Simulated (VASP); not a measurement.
# LaHg (Pm-3m) in VASP: notebook

Runs on LaHg. Level: LDA. Tasks: single point.

Program: VASP 6.6.1. These are calculated values, not measurements. Logs are shortened: lines on timing, memory, paths and dates and some standing lists are left out, and cuts for length are marked.

## (1) The cell of the first run

Symmetry: Pm-3m, No. 221, cubic system. Conventional cell: a = 3.785 Å, b = 3.785 Å, c = 3.785 Å, α = 90.00°, β = 90.00°, γ = 90.00°. La (site symmetry m-3m) has 8 Hg at 3.28 Å and 6 La at 3.79 Å within 4.3 Å. Hg (site symmetry m-3m) has 8 La at 3.28 Å and 6 Hg at 3.79 Å within 4.3 Å.

## (2) Single point, LDA

INCAR reads:

```
PREC = Accurate
ENCUT = 520
EDIFF = 1E-6
ISMEAR = -1
SIGMA = 0.1
LREAL = F
LASPH = T
NELM = 60
ALGO = Normal
ISIF = 2
LWAVE = F
LCHARG = F
NBANDS = 18
```

KPOINTS reads:

```
regular mesh
0
Gamma
  8 8 8
```

POSCAR reads:

```
LaHg
1.0
    3.7851207241      0.0000000000      0.0000000000
    0.0000000000      3.7851207241      0.0000000000
    0.0000000000      0.0000000000      3.7851207241
La Hg
1 1
Direct
    0.5000000000      0.5000000000      0.5000000000
    0.0000000000      0.0000000000      0.0000000000
```

Potentials or basis: VASP PAW LDA potentials, release 64 (La, Hg).

Command:

```sh
$ cat potpaw_LDA.64/La/POTCAR potpaw_LDA.64/Hg/POTCAR > POTCAR
$ mpirun -np 1 vasp_std > vasp.out
```

OUTCAR:

```text
PREC = Accurate
   ENCUT = 520
   EDIFF = 1E-6
   ISMEAR = -1
   LREAL = F
   LASPH = T
   NELM = 60
   ISIF = 2

 ion  position               nearest neighbor table
   1  0.500  0.500  0.500-   2 3.28   2 3.28   2 3.28   2 3.28   2 3.28   2 3.28   2 3.28   2 3.28

   2  0.000  0.000  0.000-   1 3.28   1 3.28   1 3.28   1 3.28   1 3.28   1 3.28   1 3.28   1 3.28

  LATTYP: Found a simple cubic cell.
 ALAT       =     3.7851207241

  Lattice vectors:

 A1 = (   3.7851207241,   0.0000000000,   0.0000000000)
 A2 = (   0.0000000000,   3.7851207241,   0.0000000000)
 A3 = (   0.0000000000,   0.0000000000,   3.7851207241)

Analysis of symmetry for initial positions (statically):
=====================================================================
 Subroutine PRICEL returns:
 Original cell was already a primitive cell.

 Routine SETGRP: Setting up the symmetry group for a
 simple cubic supercell.

 Subroutine GETGRP returns: Found 48 space group operations
 (whereof 48 operations were pure point group operations)
 out of a pool of 48 trial point group operations.

The static configuration has the point symmetry O_h .

Analysis of symmetry for dynamics (positions and initial velocities):
=====================================================================
 Subroutine PRICEL returns:
 Original cell was already a primitive cell.

 Routine SETGRP: Setting up the symmetry group for a
 simple cubic supercell.

 Subroutine GETGRP returns: Found 48 space group operations
 (whereof 48 operations were pure point group operations)
 out of a pool of 48 trial point group operations.

The dynamic configuration has the point symmetry O_h .

 Subroutine INISYM returns: Found 48 space group operations
 (whereof 48 operations are pure point group operations),
 and found     1 'primitive' translations

----------------------------------------------------------------------------------------

                                     Primitive cell

  volume of cell :      54.2300

  direct lattice vectors                    reciprocal lattice vectors
     3.785120724  0.000000000  0.000000000     0.264192366  0.000000000  0.000000000
     0.000000000  3.785120724  0.000000000     0.000000000  0.264192366  0.000000000
     0.000000000  0.000000000  3.785120724     0.000000000  0.000000000  0.264192366

  length of vectors
     3.785120724  3.785120724  3.785120724     0.264192366  0.264192366  0.264192366

  position of ions in fractional coordinates (direct lattice)
     0.500000000  0.500000000  0.500000000
     0.000000000  0.000000000  0.000000000

  ion indices of the primitive-cell ions
   primitive index   ion index
                 1           1
                 2           2

----------------------------------------------------------------------------------------

 KPOINTS: regular mesh

Automatic generation of k-mesh.
 Grid dimensions read from file:
 generate k-points for:    8    8    8

 Generating k-lattice:

  Cartesian coordinates                     Fractional coordinates (reciprocal lattice)
     0.033024046  0.000000000  0.000000000     0.125000000  0.000000000  0.000000000
     0.000000000  0.033024046  0.000000000     0.000000000  0.125000000  0.000000000
     0.000000000  0.000000000  0.033024046     0.000000000  0.000000000  0.125000000

  Length of vectors
     0.033024046  0.033024046  0.033024046

  Shift w.r.t. Gamma in fractional coordinates (k-lattice)
     0.000000000  0.000000000  0.000000000

 Subroutine IBZKPT returns following result:
 ===========================================

 Found     35 irreducible k-points:

 Following reciprocal coordinates:
            Coordinates               Weight
  0.000000  0.000000  0.000000      1.000000
  0.125000  0.000000  0.000000      6.000000
  0.250000  0.000000  0.000000      6.000000
  0.375000  0.000000  0.000000      6.000000
  0.500000  0.000000  0.000000      3.000000
  0.125000  0.125000  0.000000     12.000000
[... 16 lines left out ...]
  0.375000  0.375000  0.125000     24.000000
  0.500000  0.375000  0.125000     24.000000
 [... further k-points ...]
   k-points           NKPTS =     35   k-points in BZ     NKDIM =     35   number of bands    NBANDS=     18
   number of dos      NEDOS =    301   number of ions     NIONS =      2
   total plane-waves  NPLWV =  21952
   dimension x,y,z NGX =    28 NGY =   28 NGZ =   28
   dimension x,y,z NGXF=    56 NGYF=   56 NGZF=   56
   ions per type =               1   1
   NGX,Y,Z   is equivalent  to a cutoff of  12.30, 12.30, 12.30 a.u.
   NGXF,Y,Z  is equivalent  to a cutoff of  24.60, 24.60, 24.60 a.u.
 SYSTEM =  unknown system
   PREC   = accura    normal or accurate (medium, high low for compatibility)
   ISTART =      0    job   : 0-new  1-cont  2-samecut
   ICHARG =      2    charge: 1-file 2-atom 10-const
   ISPIN  =      1    spin polarized calculation?
   LNONCOLLINEAR =      F non collinear calculations
   LSORBIT =      F    spin-orbit coupling
   LASPH  =      T    aspherical Exc in radial PAW
   ENCUT  =  520.0 eV  38.22 Ry    6.18 a.u.   7.04  7.04  7.04*2*pi/ulx,y,z
   NELM   =     60;   NELMIN=  2; NELMDL= -5     # of ELM steps
   EDIFF  = 0.1E-05   stopping-criterion for ELM
   LREAL  =      F    real-space projection
   EDIFFG = 0.1E-04   stopping-criterion for IOM
   NSW    =      0    number of steps for IOM
   IBRION =     -1    ionic relax: 0-MD 1-quasi-New 2-CG
   NFREE  =      0    steps in history (QN), initial steepest desc. (CG)
   ISIF   =      2    stress and relaxation
   ISYM   =      2    0-nonsym 1-usesym 2-fastsym
   POTIM  = 0.5000    time-step for ionic-motion
   TEBEG  =    0.0;   TEEND  =   0.0 temperature during run
   PSTRESS=    0.0 pullay stress
   NELECT =      23.0000    total number of electrons
   NUPDOWN=      -1.0000    fix difference up-down
   EMIN   =  10.00;   EMAX   =-10.00  energy-range for DOS
   EFERMI =   0.00;   METHOD = LEGACY
   ISMEAR =    -1;   SIGMA  =   0.10  broadening in eV -4-tet -1-fermi 0-gaus
   EFERMI_NEDOS =   21; number of points for ismear=-14 and -15
   IALGO  =     38    algorithm
   IMIX   =      4    mixing-type and parameters
     AMIX     =   0.40;   BMIX     =  1.00
     AMIX_MAG =   1.60;   BMIX_MAG =  1.00
  volume/ion in A,a.u.               =      27.11       182.98
  Fermi-wavevector in a.u.,A,eV,Ry     =   1.229998  2.324359 20.584184  1.512895
  Thomas-Fermi vector in A             =   2.364864
   LORBIT       =      0    0 simple, 1 ext, 2 COOP (PROOUT), +10 PAW based schemes
   GGA     = CA    functional components
   LHFCALC =     F    Hartree Fock is set to
   AEXX    =    0.0000 exact exchange contribution
   IVDW    =     0    specifies the selected vdW correction
   LEPSILON=     F    determine dielectric tensor
   LRPA    =     F    only Hartree local field effects (RPA)
 non-spin polarized calculation
  energy-cutoff  :      520.00
  volume of cell :       54.23
 maximum number of plane-waves:      1492
   NGX = 15   NGY = 15   NGZ = 15

 number of electron      23.0000002 magnetization

 Free energy of the ion-electron system (eV)
  ---------------------------------------------------
  ext. energy  EPLUGINS =         0.00000000
  ---------------------------------------------------
  free energy    TOTEN  =        -7.70723443 eV

  energy without entropy =       -7.62539412  energy(sigma->0) =       -7.66631428

 E-fermi :   6.9815     XC(G=0): -10.8452

 val. band max:        6.9522481124   @ k =   0.0000   0.0000   0.0000
 cond. band min:       7.0055169207   @ k =   0.5000   0.1250   0.0000
 fundamental gap:      0.0532688083
 Fermi energy:         6.9815418798

 k-point     1 :       0.0000    0.0000    0.0000
  band No.  band energies     occupation
      1     -25.8416      2.00000
      2      -9.2897      2.00000
      3      -9.2897      2.00000
      4      -9.2897      2.00000
      5      -0.7905      2.00000
      6      -0.7905      2.00000
[... 10 lines left out ...]
     17       8.5894      0.00000
     18       8.5898      0.00000

 k-point     2 :       0.1250    0.0000    0.0000
  band No.  band energies     occupation
      1     -25.8320      2.00000
      2      -9.4271      2.00000
      3      -9.2828      2.00000
      4      -9.2828      2.00000
      5      -0.7709      2.00000
      6      -0.7049      2.00000
[... 10 lines left out ...]
     17       8.6093      0.00000
     18       8.6109      0.00000

 k-point     3 :       0.2500    0.0000    0.0000
  band No.  band energies     occupation
      1     -25.8087      2.00000
      2      -9.7380      2.00000
      3      -9.2661      2.00000
      4      -9.2661      2.00000
      5      -0.7228      2.00000
      6      -0.5018      2.00000
[... 10 lines left out ...]
     17       8.6617      0.00000
     18       8.6621      0.00000

 k-point     4 :       0.3750    0.0000    0.0000
  band No.  band energies     occupation
      1     -25.7852      2.00000
      2     -10.0248      2.00000
      3      -9.2493      2.00000
      4      -9.2493      2.00000
      5      -0.6736      2.00000
      6      -0.3057      2.00000
[... 375 lines left out ...]
      4      -9.3038      2.00000
      5      -0.5642      2.00000
      6      -0.5262      2.00000
[... 10 lines left out ...]
     17       8.8225      0.00000
     18       8.8514      0.00000

 k-point    23 :       0.3750    0.3750    0.1250
  band No.  band energies     occupation
      1     -25.7253      2.00000
      2      -9.8743      2.00000
      3      -9.8428      2.00000
      4      -9.2835      2.00000
      5      -0.5975      2.00000
      6      -0.5434      2.00000
[... 10 lines left out ...]
     17       8.8312      0.00000
     18       8.8993      0.00000

 k-point    24 :       0.5000    0.3750    0.1250
  band No.  band energies     occupation
      1     -25.7165      2.00000
      2      -9.9568      2.00000
      3      -9.8337      2.00000
      4      -9.2697      2.00000
      5      -0.6261      2.00000
      6      -0.5613      2.00000
[... 10 lines left out ...]
     17       8.8696      0.00000
     18       8.9318      0.00000

 [... further k-points ...]

------------------------ aborting loop because EDIFF is reached ----------------------------------------

  FORCE on cell =-STRESS in cart. coord.  units (eV):
  Direction    XX          YY          ZZ          XY          YZ          ZX
  --------------------------------------------------------------------------------------
  -------------------------------------------------------------------------------------
  Total        0.3324054      0.3324054      0.3324054      0.0000000     -0.0000000      0.0000000
  in kB        9.8206312      9.8206312      9.8206312      0.0000000     -0.0000000      0.0000000
  external PRESSURE =       9.8206312 kB  Pullay stress =       0.0000000 kB

 VOLUME and BASIS-vectors are now :
 -----------------------------------------------------------------------------
  energy-cutoff  :      520.00
  volume of cell :       54.23
      direct lattice vectors                 reciprocal lattice vectors
     3.785120724  0.000000000  0.000000000     0.264192366  0.000000000  0.000000000
     0.000000000  3.785120724  0.000000000     0.000000000  0.264192366  0.000000000
     0.000000000  0.000000000  3.785120724     0.000000000  0.000000000  0.264192366

 POSITION                                       TOTAL-FORCE (eV/Angst)
 -----------------------------------------------------------------------------------
      1.89256      1.89256      1.89256         0.000000      0.000000      0.000000
      0.00000      0.00000      0.00000         0.000000      0.000000      0.000000
 -----------------------------------------------------------------------------------
    total drift:                               -0.000000      0.000000      0.000000

  FREE ENERGIE OF THE ION-ELECTRON SYSTEM (eV)
  ---------------------------------------------------
  free  energy   TOTEN  =        -7.7072344348 eV

  energy  without entropy=       -7.6253941181  energy(sigma->0) =       -7.66631428
```

Wall time 27 s (1 thread of Intel Xeon 8259CL, shared host); peak memory 0.18 GiB.

Results:

| Property | Result |
| --- | --- |
| Free energy | -7.7072 eV |
| Pressure | 1.0 GPa |
| Band gap on the k mesh | zero (an odd number of electrons rules out a gap without spin polarisation) |

Levels at points of the mesh, in eV from the Fermi level:
```
           k point  band 10  band 11  band 12  band 13  band 14  band 15
(0.00, 0.00, 0.00)    -7.22    -0.03    -0.03     1.50     1.50     1.50
(0.50, 0.00, 0.00)    -4.40    -2.84    -0.22     0.92     0.92     1.54
(0.50, 0.50, 0.00)    -4.93     0.30     0.30     0.68     1.48     1.59
(0.50, 0.50, 0.50)    -2.81    -2.31    -2.31    -2.31     1.65     1.65
```

Caveat: spin-orbit coupling is left out, which moves the levels of the heavy elements.

## (3) Single point, LDA

This run uses another cell than the first one, of 27.69 Å³/atom.

INCAR reads:

```
PREC = Accurate
ENCUT = 520
EDIFF = 1E-6
ISMEAR = -1
SIGMA = 0.1
LREAL = False
LASPH = True
NELM = 60
ALGO = Normal
ISIF = 2
LWAVE = False
LCHARG = False
NBANDS = 18
```

KPOINTS reads:

```
Automatic mesh
0
Gamma
  8 8 8
```

POSCAR reads:

```
LaHg
1.0
    3.8117773821      0.0000000000      0.0000000000
    0.0000000000      3.8117773821      0.0000000000
    0.0000000000      0.0000000000      3.8117773821
La Hg
1 1
Direct
    0.5000000000      0.5000000000      0.5000000000
    0.0000000000      0.0000000000      0.0000000000
```

Potentials or basis: VASP PAW LDA potentials, release 64 (La, Hg).

Command:

```sh
$ cat potpaw_LDA.64/La/POTCAR potpaw_LDA.64/Hg/POTCAR > POTCAR
$ mpirun -np 1 vasp_std > vasp.out
```

OUTCAR:

```text
PREC = Accurate
   ENCUT = 520
   EDIFF = 1E-6
   ISMEAR = -1
   LREAL = False
   LASPH = True
   NELM = 60
   ISIF = 2

 ion  position               nearest neighbor table
   1  0.500  0.500  0.500-   2 3.30   2 3.30   2 3.30   2 3.30   2 3.30   2 3.30   2 3.30   2 3.30

   2  0.000  0.000  0.000-   1 3.30   1 3.30   1 3.30   1 3.30   1 3.30   1 3.30   1 3.30   1 3.30

  LATTYP: Found a simple cubic cell.
 ALAT       =     3.8117773821

  Lattice vectors:

[... 690 lines left out ...]
------------------------ aborting loop because EDIFF is reached ----------------------------------------

  FORCE on cell =-STRESS in cart. coord.  units (eV):
  Direction    XX          YY          ZZ          XY          YZ          ZX
  --------------------------------------------------------------------------------------
  -------------------------------------------------------------------------------------
  Total       -0.1379506     -0.1379506     -0.1379506      0.0000000      0.0000000     -0.0000000
  in kB       -3.9907222     -3.9907222     -3.9907222      0.0000000      0.0000000     -0.0000000
  external PRESSURE =      -3.9907222 kB  Pullay stress =       0.0000000 kB

 VOLUME and BASIS-vectors are now :
 -----------------------------------------------------------------------------
  energy-cutoff  :      520.00
  volume of cell :       55.38
      direct lattice vectors                 reciprocal lattice vectors
     3.811777382  0.000000000  0.000000000     0.262344807  0.000000000  0.000000000
     0.000000000  3.811777382  0.000000000     0.000000000  0.262344807  0.000000000
     0.000000000  0.000000000  3.811777382     0.000000000  0.000000000  0.262344807

 POSITION                                       TOTAL-FORCE (eV/Angst)
 -----------------------------------------------------------------------------------
      1.90589      1.90589      1.90589         0.000000      0.000000      0.000000
      0.00000      0.00000      0.00000         0.000000      0.000000      0.000000
 -----------------------------------------------------------------------------------
    total drift:                               -0.000000      0.000000      0.000000

  FREE ENERGIE OF THE ION-ELECTRON SYSTEM (eV)
  ---------------------------------------------------
  free  energy   TOTEN  =        -7.7096288378 eV

  energy  without entropy=       -7.6269293896  energy(sigma->0) =       -7.66827911
```

It took 31 s on 1 thread of Intel Xeon 8259CL, shared host; peak memory 0.18 GiB.

What came out:

* Free energy: -7.7096 eV
* Pressure: -0.4 GPa
* Band gap on the k mesh: zero (an odd number of electrons rules out a gap without spin polarisation)

Caveat: spin-orbit coupling is left out, which moves the levels of the heavy elements.

## (4) Single point, LDA

This run uses another cell than the first one, of 28.27 Å³/atom.

INCAR reads:

```
PREC = Accurate
ENCUT = 520
EDIFF = 1E-6
ISMEAR = -1
SIGMA = 0.1
LREAL = F
LASPH = T
NELM = 80
ALGO = Normal
ISIF = 2
LWAVE = F
LCHARG = T
LELF = T
LVHAR = T
NBANDS = 18
```

KPOINTS reads:

```
regular mesh
0
Gamma
  8 8 8
```

POSCAR reads:

```
LaHg
1.0
    3.8380663327      0.0000000000      0.0000000000
    0.0000000000      3.8380663327      0.0000000000
    0.0000000000      0.0000000000      3.8380663327
La Hg
1 1
Direct
    0.5000000000      0.5000000000      0.5000000000
    0.0000000000      0.0000000000      0.0000000000
```

Command:

```sh
$ cat potpaw_LDA.64/La/POTCAR potpaw_LDA.64/Hg/POTCAR > POTCAR
$ mpirun -np 1 vasp_std > vasp.out
```

Run time: 45 s. Hardware: 1 thread of Intel Xeon 8259CL, shared host; peak memory 0.19 GiB.

The run converged. Its results:

```yaml
Free_energy: -7.7026 eV
Pressure: -1.6 GPa
Band_gap_on_the_k_mesh: zero (an odd number of electrons rules out a gap without spin polarisation)
```

Levels at points of the mesh, in eV from the Fermi level:
```csv
k point,band 10,band 11,band 12,band 13,band 14,band 15
"(0.00, 0.00, 0.00)",-7.07,-0.03,-0.03,1.40,1.40,1.40
"(0.50, 0.00, 0.00)",-4.42,-2.77,-0.17,0.92,0.92,1.43
"(0.50, 0.50, 0.00)",-4.84,0.25,0.25,0.62,1.38,1.47
"(0.50, 0.50, 0.50)",-2.81,-2.17,-2.17,-2.17,1.53,1.53
```

Caveat: spin-orbit coupling is left out, which moves the levels of the heavy elements.

## (5) Single point, LDA

This run uses another cell than the first one, of 28.85 Å³/atom.

INCAR reads:

```
SYSTEM = LaHg
ALGO = Normal ; EDIFF = 1E-7
ENCUT = 520 ; GGA = CA
ISIF = 2 ; ISMEAR = -1
LASPH = .TRUE. ; LCHARG = .FALSE.
LREAL = .FALSE. ; LWAVE = .FALSE.
NBANDS = 18 ; NELM = 80
PREC = Accurate ; SIGMA = 0.1
```

KPOINTS reads:

```
k-points
0
G
  8 8 8
  0 0 0
```

POSCAR reads:

```
LaHg
1.0
    3.8640000000      0.0000000000      0.0000000000
    0.0000000000      3.8640000000      0.0000000000
    0.0000000000      0.0000000000      3.8640000000
La Hg
1 1
Direct
    0.5000000000      0.5000000000      0.5000000000
    0.0000000000      0.0000000000      0.0000000000
```

Command:

```sh
$ cat potpaw_LDA.64/La/POTCAR potpaw_LDA.64/Hg/POTCAR > POTCAR
$ mpirun -np 1 vasp_std > vasp.out
```

Run time: 51 s. Hardware: 1 thread of Intel Xeon 8259CL, shared host; peak memory 0.19 GiB.

It converged, with:

| Item | Value |
| --- | --- |
| Free energy | -7.6872 eV |
| Pressure | -2.7 GPa |
| Band gap on the k mesh | zero (an odd number of electrons rules out a gap without spin polarisation) |

Levels at points of the mesh, in eV from the Fermi level:
| k point | band 10 | band 11 | band 12 | band 13 | band 14 | band 15 |
| --- | --- | --- | --- | --- | --- | --- |
| (0.00, 0.00, 0.00) | -6.99 | -0.03 | -0.03 | 1.35 | 1.35 | 1.35 |
| (0.50, 0.00, 0.00) | -4.42 | -2.74 | -0.14 | 0.92 | 0.92 | 1.38 |
| (0.50, 0.50, 0.00) | -4.80 | 0.23 | 0.23 | 0.59 | 1.34 | 1.42 |
| (0.50, 0.50, 0.50) | -2.81 | -2.11 | -2.11 | -2.11 | 1.48 | 1.48 |

Caveat: spin-orbit coupling is left out, which moves the levels of the heavy elements.

[end of part 1 of 2]
